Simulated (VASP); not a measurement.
Here is a VASP 6.6.1 calculation.

Contents of INCAR:

```
SYSTEM = CoSi2
PREC     = Accurate       ! precision mode
ENCUT    = 520            ! plane-wave cutoff, eV
EDIFF    = 1E-7           ! SCF threshold, eV
ISMEAR   = 0              ! smearing method
SIGMA    = 0.1            ! smearing width, eV
LREAL    = .False.        ! projectors in reciprocal space
LASPH    = .True.         ! aspherical terms in the spheres
NELM     = 100            ! most SCF steps
ALGO     = Normal         ! electronic algorithm
ISIF     = 2              ! what is computed and relaxed
LWAVE    = .False.        ! write WAVECAR
LCHARG   = .False.        ! write CHGCAR
GGA      = PE             ! functional
NBANDS   = 16             ! bands
```

KPOINTS

```
regular mesh
0
Gamma
  14 14 14
  0 0 0
```

POSCAR

```
CoSi2
1.0
    0.0000000000      2.5841420278      2.5841420278
    2.5841420278      0.0000000000      2.5841420278
    2.5841420278      2.5841420278      0.0000000000
Co Si
1 2
Direct
    0.0000000000      0.0000000000      0.0000000000
    0.2500000000      0.2500000000      0.2500000000
    0.7500000000      0.7500000000      0.7500000000
```

Potentials or basis: VASP PAW PBE potentials, release 64 (Co, Si).

Run with:

```sh
$ cat potpaw_PBE.64/Co/POTCAR potpaw_PBE.64/Si/POTCAR > POTCAR
$ mpirun -np 1 vasp_std > vasp.out
```

Question: Estimate the pressure.

Answer: 24.8 GPa.

Spin polarisation is off, so any magnetic state and its effect on volume and gap are missing.
